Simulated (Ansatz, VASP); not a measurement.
This is a calculation of MgO for VASP 6.6.1.

Contents of POSCAR:

```
MgO
1.0
    0.0000000000      2.1108892239      2.1108892239
    2.1108892239      0.0000000000      2.1108892239
    2.1108892239      2.1108892239      0.0000000000
Mg O
1 1
Direct
    0.0000000000      0.0000000000      0.0000000000
    0.5000000000      0.5000000000      0.5000000000
```

INCAR.step1

```
SYSTEM = MgO
PREC = Accurate
ENCUT = 660
ISMEAR = -1
SIGMA = 0.05
LREAL = .False.
LASPH = .True.
NELM = 120
NBANDS = 15
GGA = PE
ALGO = Normal
EDIFF = 1E-5
LWAVE = .True.
LCHARG = .False.
GGA_COMPAT = .False.
```

The input INCAR.step2:

```
SYSTEM = MgO
PREC = Accurate
ENCUT = 660
EDIFF = 1E-6
ISMEAR = -1
SIGMA = 0.05
LREAL = .False.
LASPH = .True.
NELM = 120
ALGO = Normal
ISIF = 2
LWAVE = .False.
LCHARG = .False.
METAGGA = R2SCAN
LMIXTAU = .True.
NBANDS = 15
ISTART = 1
GGA_COMPAT = .False.
```

KPOINTS

```
regular mesh
0
Gamma
  11 11 11
  0 0 0
```

Potentials or basis: VASP PAW PBE potentials, release 64 (Mg_sv, O).

The run is started by

```bash
$ cat potpaw_PBE.64/Mg_sv/POTCAR potpaw_PBE.64/O/POTCAR > POTCAR
$ cp INCAR.step1 INCAR
$ mpirun -np 1 vasp_std > vasp.out
$ cp INCAR.step2 INCAR
$ mpirun -np 1 vasp_std > vasp.out
```

Q: Set up the same calculation for Ansatz 0.2.0. Potentials there: Ansatz PAW.

A: As run (the cutoff follows the program's own potentials):

input.yaml

```yaml
crystal:
  lattice:
    - [0.0, 2.1108892239, 2.1108892239]
    - [2.1108892239, 0.0, 2.1108892239]
    - [2.1108892239, 2.1108892239, 0.0]
  atoms:
    - { symbol: Mg, position: [0.0, 0.0, 0.0] }
    - { symbol: O, position: [0.5, 0.5, 0.5] }
hamiltonian:
  xc: r2scan
  pseudopotentials: { kind: paw }
kpoints:
  mp_grid: { grid: [11, 11, 11] }
scf:
  occupations: { method: fermi_dirac, width: 0.05 }
output:
  forces: true
  stress: true
  eigenvalues: true
```

Potentials or basis: Ansatz PAW.

Run with:

```sh
$ ansatz run input.yaml --threads 1 --pin off --max-ram 3584MiB --backend cpu --events-out ev --progress --plain --runs-dir out
```

Both were run:

|  | VASP | Ansatz | Ansatz less VASP |
| --- | --- | --- | --- |
| gap on the k mesh at the Fermi level (eV) | 5.59 | 5.56 | -0.028 |
| least direct gap on the mesh (eV) | 5.59 | 5.56 | -0.028 |
| pressure (GPa) | -2.1 | -2.0 | +0.12 |

VASP's potentials were made for PBE, not for r2SCAN. The functional is the same, so the differences come from potentials, cutoffs and numerics.

Noted on Ansatz's run: odd divisions of the mesh miss points on the zone boundary, where band edges often lie, so the gap on the mesh can be too wide.
